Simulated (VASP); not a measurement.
# Al (Fm-3m) in VASP: a series of runs

Al is run at these levels: PBE; tasks: single point.

Program: VASP 6.6.1. These are calculated values, not measurements. Logs are shortened: lines on timing, memory, paths and dates and some standing lists are left out, and cuts for length are marked.

## 1. The cell of the first run

It takes space group Fm-3m (No. 225, cubic). Conventional cell: a = 4.069 Å, b = 4.069 Å, c = 4.069 Å, α = 90.00°, β = 90.00°, γ = 90.00°. Within 3.8 Å of Al (site symmetry m-3m) lie 12 Al at 2.88 Å.

## 2. Single point, PBE (volume scaled by 1.020)

Input file INCAR:

```
ALGO = Normal
EDIFF = 1E-6
ENCUT = 520
GGA = PE
ISIF = 2
ISMEAR = 0
LASPH = T
LCHARG = F
LREAL = F
LWAVE = F
NBANDS = 8
NELM = 100
PREC = Accurate
SIGMA = 0.05
```

Input file KPOINTS:

```
k-points
0
Gamma
  18 18 18
```

Input file POSCAR:

```
Al
1.0
    0.0000000000      2.0344468774      2.0344468774
    2.0344468774      0.0000000000      2.0344468774
    2.0344468774      2.0344468774      0.0000000000
Al
1
Direct
    0.0000000000      0.0000000000      0.0000000000
```

Potentials or basis: VASP PAW PBE potentials, release 64 (Al).

Command:

```console
$ cat potpaw_PBE.64/Al/POTCAR > POTCAR
$ mpirun -np 1 vasp_std > vasp.out
```

OUTCAR:

```text
EDIFF = 1E-6
   ENCUT = 520
   GGA = PE
   ISIF = 2
   ISMEAR = 0
   LASPH = T
   LREAL = F
   NELM = 100
   PREC = Accurate

 ion  position               nearest neighbor table
   1  0.000  0.000  0.000-

  LATTYP: Found a face centered cubic cell.
 ALAT       =     4.0688937548

  Lattice vectors:

 A1 = (   0.0000000000,   2.0344468774,   2.0344468774)
 A2 = (   2.0344468774,   0.0000000000,   2.0344468774)
 A3 = (   2.0344468774,   2.0344468774,   0.0000000000)

Analysis of symmetry for initial positions (statically):
=====================================================================
 Subroutine PRICEL returns:
 Original cell was already a primitive cell.

 Routine SETGRP: Setting up the symmetry group for a
 face centered cubic supercell.

 Subroutine GETGRP returns: Found 48 space group operations
[... 9 lines left out ...]

 Routine SETGRP: Setting up the symmetry group for a
 face centered cubic supercell.

 Subroutine GETGRP returns: Found 48 space group operations
[... 11 lines left out ...]
                                     Primitive cell

  volume of cell :      16.8410

  direct lattice vectors                    reciprocal lattice vectors
     0.000000000  2.034446877  2.034446877    -0.245767046  0.245767046  0.245767046
     2.034446877  0.000000000  2.034446877     0.245767046 -0.245767046  0.245767046
     2.034446877  2.034446877  0.000000000     0.245767046  0.245767046 -0.245767046

  length of vectors
     2.877142366  2.877142366  2.877142366     0.425681011  0.425681011  0.425681011

  position of ions in fractional coordinates (direct lattice)
     0.000000000  0.000000000  0.000000000

  ion indices of the primitive-cell ions
   primitive index   ion index
                 1           1

----------------------------------------------------------------------------------------

 KPOINTS: k-points

Automatic generation of k-mesh.
 Grid dimensions read from file:
 generate k-points for:   18   18   18

 Generating k-lattice:

  Cartesian coordinates                     Fractional coordinates (reciprocal lattice)
    -0.013653725  0.013653725  0.013653725     0.055555556  0.000000000  0.000000000
     0.013653725 -0.013653725  0.013653725     0.000000000  0.055555556  0.000000000
     0.013653725  0.013653725 -0.013653725     0.000000000  0.000000000  0.055555556

  Length of vectors
     0.023648945  0.023648945  0.023648945

  Shift w.r.t. Gamma in fractional coordinates (k-lattice)
     0.000000000  0.000000000  0.000000000

 Subroutine IBZKPT returns following result:
 ===========================================

 Found    195 irreducible k-points:

 Following reciprocal coordinates:
            Coordinates               Weight
  0.000000  0.000000  0.000000      1.000000
  0.055556  0.000000  0.000000      8.000000
  0.111111  0.000000  0.000000      8.000000
  0.166667  0.000000  0.000000      8.000000
  0.222222  0.000000  0.000000      8.000000
  0.277778  0.000000  0.000000      8.000000
[... 16 lines left out ...]
 -0.277778  0.055556  0.000000     24.000000
 -0.222222  0.055556  0.000000     24.000000
 [... further k-points ...]
   k-points           NKPTS =    195   k-points in BZ     NKDIM =    195   number of bands    NBANDS=      8
   number of dos      NEDOS =    301   number of ions     NIONS =      1
   total plane-waves  NPLWV =  13824
   dimension x,y,z NGX =    24 NGY =   24 NGZ =   24
   dimension x,y,z NGXF=    48 NGYF=   48 NGZF=   48
   ions per type =               1
   NGX,Y,Z   is equivalent  to a cutoff of  13.87, 13.87, 13.87 a.u.
   NGXF,Y,Z  is equivalent  to a cutoff of  27.74, 27.74, 27.74 a.u.
 SYSTEM =  unknown system
   PREC   = accura    normal or accurate (medium, high low for compatibility)
   ISTART =      0    job   : 0-new  1-cont  2-samecut
   ICHARG =      2    charge: 1-file 2-atom 10-const
   ISPIN  =      1    spin polarized calculation?
   LNONCOLLINEAR =      F non collinear calculations
   LSORBIT =      F    spin-orbit coupling
   LASPH  =      T    aspherical Exc in radial PAW
   ENCUT  =  520.0 eV  38.22 Ry    6.18 a.u.   5.35  5.35  5.35*2*pi/ulx,y,z
   NELM   =    100;   NELMIN=  2; NELMDL= -5     # of ELM steps
   EDIFF  = 0.1E-05   stopping-criterion for ELM
   LREAL  =      F    real-space projection
   EDIFFG = 0.1E-04   stopping-criterion for IOM
   NSW    =      0    number of steps for IOM
   IBRION =     -1    ionic relax: 0-MD 1-quasi-New 2-CG
   NFREE  =      0    steps in history (QN), initial steepest desc. (CG)
   ISIF   =      2    stress and relaxation
   ISYM   =      2    0-nonsym 1-usesym 2-fastsym
   POTIM  = 0.5000    time-step for ionic-motion
   TEBEG  =    0.0;   TEEND  =   0.0 temperature during run
   PSTRESS=    0.0 pullay stress
   NELECT =       3.0000    total number of electrons
   NUPDOWN=      -1.0000    fix difference up-down
   EMIN   =  10.00;   EMAX   =-10.00  energy-range for DOS
   EFERMI =   0.00;   METHOD = LEGACY
   ISMEAR =     0;   SIGMA  =   0.05  broadening in eV -4-tet -1-fermi 0-gaus
   EFERMI_NEDOS =   21; number of points for ismear=-14 and -15
   IALGO  =     38    algorithm
   IMIX   =      4    mixing-type and parameters
     AMIX     =   0.40;   BMIX     =  1.00
     AMIX_MAG =   1.60;   BMIX_MAG =  1.00
  volume/ion in A,a.u.               =      16.84       113.65
  Fermi-wavevector in a.u.,A,eV,Ry     =   0.921140  1.740702 11.544524  0.848499
  Thomas-Fermi vector in A             =   2.046523
   LORBIT       =      0    0 simple, 1 ext, 2 COOP (PROOUT), +10 PAW based schemes
   GGA     = PE    functional components
   LHFCALC =     F    Hartree Fock is set to
   AEXX    =    0.0000 exact exchange contribution
   IVDW    =     0    specifies the selected vdW correction
   LEPSILON=     F    determine dielectric tensor
   LRPA    =     F    only Hartree local field effects (RPA)
 non-spin polarized calculation
 Gauss-broadening in eV      SIGMA  =   0.05
  energy-cutoff  :      520.00
  volume of cell :       16.84
 maximum number of plane-waves:       467
 NGX is ok and might be reduce to    24
   NGX = 11   NGY = 11   NGZ = 11

 number of electron       3.0000000 magnetization

 Free energy of the ion-electron system (eV)
  ---------------------------------------------------
  ext. energy  EPLUGINS =         0.00000000
  ---------------------------------------------------
  free energy    TOTEN  =        -3.74169312 eV

  energy without entropy =       -3.74075197  energy(sigma->0) =       -3.74122254

 E-fermi :   7.7783     XC(G=0): -10.1227

 val. band max:        7.7756665374   @ k =  -0.3889   0.3889   0.1667
 cond. band min:       7.7813474235   @ k =  -0.2778   0.2778   0.0556
 fundamental gap:      0.0056808861
 Fermi energy:         7.7783373766

 k-point     1 :       0.0000    0.0000    0.0000
  band No.  band energies     occupation
      1      -3.2053      2.00000
      2      20.2948      0.00000
      3      20.2948      0.00000
      4      20.2948      0.00000
      5      21.6336      0.00000
      6      21.6336      0.00000
      7      21.6336      0.00000
      8      24.1068      0.00000

 k-point     2 :       0.0556    0.0000    0.0000
  band No.  band energies     occupation
      1      -3.1226      2.00000
      2      18.7644      0.00000
      3      19.9624      0.00000
      4      19.9624      0.00000
      5      22.0938      0.00000
      6      22.0938      0.00000
      7      22.2430      0.00000
      8      24.9690      0.00000

 k-point     3 :       0.1111    0.0000    0.0000
  band No.  band energies     occupation
      1      -2.8745      2.00000
      2      16.5633      0.00000
      3      19.4392      0.00000
      4      19.4392      0.00000
      5      22.3256      0.00000
      6      22.9679      0.00000
      7      22.9679      0.00000
      8      25.5125      0.00000

 k-point     4 :       0.1667    0.0000    0.0000
  band No.  band energies     occupation
      1      -2.4620      2.00000
      2      14.3516      0.00000
      3      18.9906      0.00000
      4      18.9906      0.00000
      5      22.1738      0.00000
      6      23.5689      0.00000
      7      23.5689      0.00000
      8      24.8785      0.00000

 k-point     5 :       0.2222    0.0000    0.0000
  band No.  band energies     occupation
      1      -1.8865      2.00000
      2      12.2156      0.00000
      3      18.6626      0.00000
      4      18.6626      0.00000
      5      22.0105      0.00000
      6      22.8420      0.00000
      7      22.8420      0.00000
      8      25.7733      0.00000

 k-point     6 :       0.2778    0.0000    0.0000
  band No.  band energies     occupation
      1      -1.1499      2.00000
      2      10.1857      0.00000
      3      18.4669      0.00000
      4      18.4669      0.00000
      5      21.8693      0.00000
      6      21.8693      0.00000
      7      21.9165      0.00000
      8      25.8222      0.00000

 k-point     7 :       0.3333    0.0000    0.0000
  band No.  band energies     occupation
      1      -0.2546      2.00000
      2       8.2772      0.00000
      3      18.4075      0.00000
      4      18.4075      0.00000
      5      20.9775      0.00000
      6      20.9775      0.00000
      7      21.9319      0.00000
      8      24.8980      0.00000
[... 133 lines left out ...]
 k-point    20 :      -0.4444    0.0556    0.0000
  band No.  band energies     occupation
      1       2.5045      2.00000
      2       4.4134      2.00000
      3      17.1636      0.00000
      4      18.2989      0.00000
      5      19.7292      0.00000
      6      20.0305      0.00000
      7      23.0879      0.00000
      8      24.0767      0.00000

 k-point    21 :      -0.3889    0.0556    0.0000
  band No.  band energies     occupation
      1       1.2524      2.00000
      2       6.0049      2.00000
      3      16.8937      0.00000
      4      18.8813      0.00000
      5      19.7760      0.00000
      6      20.3360      0.00000
      7      22.7670      0.00000
      8      24.7011      0.00000

 k-point    22 :      -0.3333    0.0556    0.0000
  band No.  band energies     occupation
      1       0.1506      2.00000
      2       7.7359      1.77011
      3      16.7676      0.00000
      4      19.4843      0.00000
      5      19.7771      0.00000
      6      21.0761      0.00000
      7      22.5795      0.00000
      8      25.4400      0.00000

 k-point    23 :      -0.2778    0.0556    0.0000
  band No.  band energies     occupation
      1      -0.7966      2.00000
      2       9.5986      0.00000
      3      16.7849      0.00000
      4      19.6069      0.00000
      5      20.5271      0.00000
      6      21.9322      0.00000
      7      22.5294      0.00000
      8      26.2192      0.00000

 k-point    24 :      -0.2222    0.0556    0.0000
  band No.  band energies     occupation
      1      -1.5860      2.00000
      2      11.5836      0.00000
      3      16.9453      0.00000
      4      19.7591      0.00000
      5      21.4914      0.00000
      6      22.5211      0.00000
      7      22.9607      0.00000
      8      25.1469      0.00000

 [... further k-points ...]
[... 5 lines left out ...]
  --------------------------------------------------------------------------------------
  -------------------------------------------------------------------------------------
  Total       -0.1545528     -0.1545528     -0.1545528     -0.0000000     -0.0000000      0.0000000
  in kB      -14.7034169    -14.7034169    -14.7034169     -0.0000000     -0.0000000      0.0000000
  external PRESSURE =     -14.7034169 kB  Pullay stress =       0.0000000 kB

 VOLUME and BASIS-vectors are now :
 -----------------------------------------------------------------------------
  energy-cutoff  :      520.00
  volume of cell :       16.84
      direct lattice vectors                 reciprocal lattice vectors
     0.000000000  2.034446877  2.034446877    -0.245767046  0.245767046  0.245767046
     2.034446877  0.000000000  2.034446877     0.245767046 -0.245767046  0.245767046
     2.034446877  2.034446877  0.000000000     0.245767046  0.245767046 -0.245767046

 POSITION                                       TOTAL-FORCE (eV/Angst)
 -----------------------------------------------------------------------------------
      0.00000      0.00000      0.00000        -0.000000      0.000000     -0.000000
 -----------------------------------------------------------------------------------
    total drift:                                0.000000      0.000000      0.000000

  FREE ENERGIE OF THE ION-ELECTRON SYSTEM (eV)
  ---------------------------------------------------
  free  energy   TOTEN  =        -3.7416931183 eV

  energy  without entropy=       -3.7407519651  energy(sigma->0) =       -3.74122254
```

Run time: 24 s. Hardware: 1 thread of AMD EPYC 7R13, shared host; peak memory 0.14 GiB.

What came out:

```yaml
Free_energy: -3.7417 eV
Pressure: -1.5 GPa
```

Levels at points of the mesh, in eV from the Fermi level:
```csv
k point,band 1,band 2,band 3,band 4,band 5
"(0.00, 0.00, 0.00)",-10.98,12.52,12.52,12.52,13.86
"(0.50, 0.00, 0.00)",-4.50,-4.34,11.20,11.20,11.38
"(0.50, 0.50, 0.00)",-2.86,-1.59,5.26,5.51,5.51
```

## 3. Single point, PBE (volume scaled by 1.040)

Input file INCAR:

```
SYSTEM = Al
ALGO = Normal
EDIFF = 1E-7
ENCUT = 520
GGA = PE
ISIF = 2
ISMEAR = 0
LASPH = .True.
LCHARG = .False.
LREAL = .False.
LWAVE = .False.
NBANDS = 8
NELM = 60
PREC = Accurate
SIGMA = 0.05
```

Input file KPOINTS:

```
k-points
0
Gamma
  18 18 18
  0 0 0
```

Input file POSCAR:

```
Al
1.0
    0.0000000000      2.0476579416      2.0476579416
    2.0476579416      0.0000000000      2.0476579416
    2.0476579416      2.0476579416      0.0000000000
Al
1
Direct
    0.0000000000      0.0000000000      0.0000000000
```

Potentials or basis: VASP PAW PBE potentials, release 64 (Al).

Command:

```console
$ cat potpaw_PBE.64/Al/POTCAR > POTCAR
$ mpirun -np 1 vasp_std > vasp.out
```

OUTCAR:

```text
SYSTEM = Al
   EDIFF = 1E-7
   ENCUT = 520
   GGA = PE
   ISIF = 2
   ISMEAR = 0
   LASPH = .True.
   LREAL = .False.
   NELM = 60
   PREC = Accurate

 ion  position               nearest neighbor table
   1  0.000  0.000  0.000-

  LATTYP: Found a face centered cubic cell.
 ALAT       =     4.0953158832

  Lattice vectors:

 A1 = (   0.0000000000,   2.0476579416,   2.0476579416)
 A2 = (   2.0476579416,   0.0000000000,   2.0476579416)
 A3 = (   2.0476579416,   2.0476579416,   0.0000000000)

Analysis of symmetry for initial positions (statically):
=====================================================================
 Subroutine PRICEL returns:
 Original cell was already a primitive cell.

 Routine SETGRP: Setting up the symmetry group for a
 face centered cubic supercell.

 Subroutine GETGRP returns: Found 48 space group operations
[... 9 lines left out ...]

 Routine SETGRP: Setting up the symmetry group for a
 face centered cubic supercell.

 Subroutine GETGRP returns: Found 48 space group operations
[... 11 lines left out ...]
                                     Primitive cell

  volume of cell :      17.1713

  direct lattice vectors                    reciprocal lattice vectors
     0.000000000  2.047657942  2.047657942    -0.244181408  0.244181408  0.244181408
     2.047657942  0.000000000  2.047657942     0.244181408 -0.244181408  0.244181408
     2.047657942  2.047657942  0.000000000     0.244181408  0.244181408 -0.244181408

  length of vectors
     2.895825632  2.895825632  2.895825632     0.422934606  0.422934606  0.422934606

  position of ions in fractional coordinates (direct lattice)
     0.000000000  0.000000000  0.000000000

  ion indices of the primitive-cell ions
   primitive index   ion index
                 1           1

----------------------------------------------------------------------------------------

[... 82 lines left out ...]
   EMIN   =  10.00;   EMAX   =-10.00  energy-range for DOS
   EFERMI =   0.00;   METHOD = LEGACY
   ISMEAR =     0;   SIGMA  =   0.05  broadening in eV -4-tet -1-fermi 0-gaus
   EFERMI_NEDOS =   21; number of points for ismear=-14 and -15
   IALGO  =     38    algorithm
   IMIX   =      4    mixing-type and parameters
     AMIX     =   0.40;   BMIX     =  1.00
     AMIX_MAG =   1.60;   BMIX_MAG =  1.00
  volume/ion in A,a.u.               =      17.17       115.88
  Fermi-wavevector in a.u.,A,eV,Ry     =   0.915197  1.729471 11.396039  0.837585
  Thomas-Fermi vector in A             =   2.039911
   LORBIT       =      0    0 simple, 1 ext, 2 COOP (PROOUT), +10 PAW based schemes
   GGA     = PE    functional components
   LHFCALC =     F    Hartree Fock is set to
   AEXX    =    0.0000 exact exchange contribution
   IVDW    =     0    specifies the selected vdW correction
   LEPSILON=     F    determine dielectric tensor
   LRPA    =     F    only Hartree local field effects (RPA)
 non-spin polarized calculation
 Gauss-broadening in eV      SIGMA  =   0.05
  energy-cutoff  :      520.00
  volume of cell :       17.17
 maximum number of plane-waves:       483
 NGX is ok and might be reduce to    24
   NGX = 11   NGY = 11   NGZ = 11

 number of electron       3.0000000 magnetization

 Free energy of the ion-electron system (eV)
  ---------------------------------------------------
  ext. energy  EPLUGINS =         0.00000000
  ---------------------------------------------------
  free energy    TOTEN  =        -3.73727824 eV

  energy without entropy =       -3.73642586  energy(sigma->0) =       -3.73685205

 E-fermi :   7.5845     XC(G=0): -10.0531

 val. band max:        7.5475858002   @ k =   0.5000   0.4444   0.0556
 cond. band min:       7.5866313440   @ k =  -0.3889   0.3889   0.1667
 fundamental gap:      0.0390455439
 Fermi energy:         7.5844570313

 k-point     1 :       0.0000    0.0000    0.0000
  band No.  band energies     occupation
      1      -3.2713      2.00000
      2      19.9909      0.00000
      3      19.9909      0.00000
      4      19.9909      0.00000
      5      21.1866      0.00000
      6      21.1866      0.00000
      7      21.1866      0.00000
      8      23.7704      0.00000
[... 243 lines left out ...]
 k-point    24 :      -0.2222    0.0556    0.0000
  band No.  band energies     occupation
      1      -1.6725      2.00000
      2      11.3424      0.00000
      3      16.6265      0.00000
      4      19.4022      0.00000
      5      21.1284      0.00000
      6      22.1346      0.00000
      7      22.5694      0.00000
      8      24.7416      0.00000

 [... further k-points ...]
[... 5 lines left out ...]
  --------------------------------------------------------------------------------------
  -------------------------------------------------------------------------------------
  Total       -0.3007880     -0.3007880     -0.3007880      0.0000000      0.0000000      0.0000000
  in kB      -28.0652451    -28.0652451    -28.0652451      0.0000000      0.0000000      0.0000000
  external PRESSURE =     -28.0652451 kB  Pullay stress =       0.0000000 kB

 VOLUME and BASIS-vectors are now :
 -----------------------------------------------------------------------------
  energy-cutoff  :      520.00
  volume of cell :       17.17
      direct lattice vectors                 reciprocal lattice vectors
     0.000000000  2.047657942  2.047657942    -0.244181408  0.244181408  0.244181408
     2.047657942  0.000000000  2.047657942     0.244181408 -0.244181408  0.244181408
     2.047657942  2.047657942  0.000000000     0.244181408  0.244181408 -0.244181408

 POSITION                                       TOTAL-FORCE (eV/Angst)
 -----------------------------------------------------------------------------------
      0.00000      0.00000      0.00000         0.000000      0.000000      0.000000
 -----------------------------------------------------------------------------------
    total drift:                                0.000000     -0.000000     -0.000000

  FREE ENERGIE OF THE ION-ELECTRON SYSTEM (eV)
  ---------------------------------------------------
  free  energy   TOTEN  =        -3.7372782436 eV

  energy  without entropy=       -3.7364258633  energy(sigma->0) =       -3.73685205
```

It took 26 s on 1 thread of AMD EPYC 7R13, shared host; peak memory 0.15 GiB.

Results:

* Free energy: -3.7373 eV
* Pressure: -2.8 GPa
